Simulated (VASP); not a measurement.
Runs of VASP 6.6.1 on Ag. The structure is that of space group Fd-3m (No. 227), or close to it. The cells are those of the table. This isn't the form of Ag at room conditions, which is fcc.

| task | cell | gap on the mesh (eV) | pressure (GPa) |
| --- | --- | --- | --- |
| relaxation of cell and atoms | relaxed to 30 GPa from a = 3.974 Å, angles 60.0°, 2 atoms | none | 29.9 |
| relaxation of cell and atoms | relaxed to 45 GPa from a = 3.974 Å, angles 60.0°, 2 atoms | none | 45.0 |
| single point | a = 4.397 Å, angles 60.0°, 2 atoms | none | 0.0 |
| single point | a = 4.046 Å, angles 60.0°, 2 atoms | none | 14.8 |
| single point | a = 3.800 Å, angles 60.0°, 2 atoms | none | (a) |
| single point | a = 3.898 Å, angles 60.0°, 2 atoms | none | 29.5 |
| relaxation of cell and atoms | relaxed from a = 3.974 Å, angles 60.0°, 2 atoms | none | -0.1 |
| relaxation of cell and atoms | relaxed to 15 GPa from a = 3.974 Å, angles 60.0°, 2 atoms | none | 14.9 |

Alike in all rows: level PBE; potentials or basis VASP PAW PBE potentials, release 64 (Ag); no spin polarisation; k mesh 8 × 8 × 8; cutoff (eV) 500; smearing fermi-dirac 0.05 eV.

Q: Fill in the values left out.

A: (a) 44.3.

Caveats: the cell is relaxed towards a set pressure, so the run minimises the enthalpy, not the energy (at least some runs); the cell stands under pressure (at least some runs).

A k mesh can miss the band edges, and the runs leave out spin-orbit coupling on Ag.

A gap of «none» marks levels without a gap at the run's occupations.
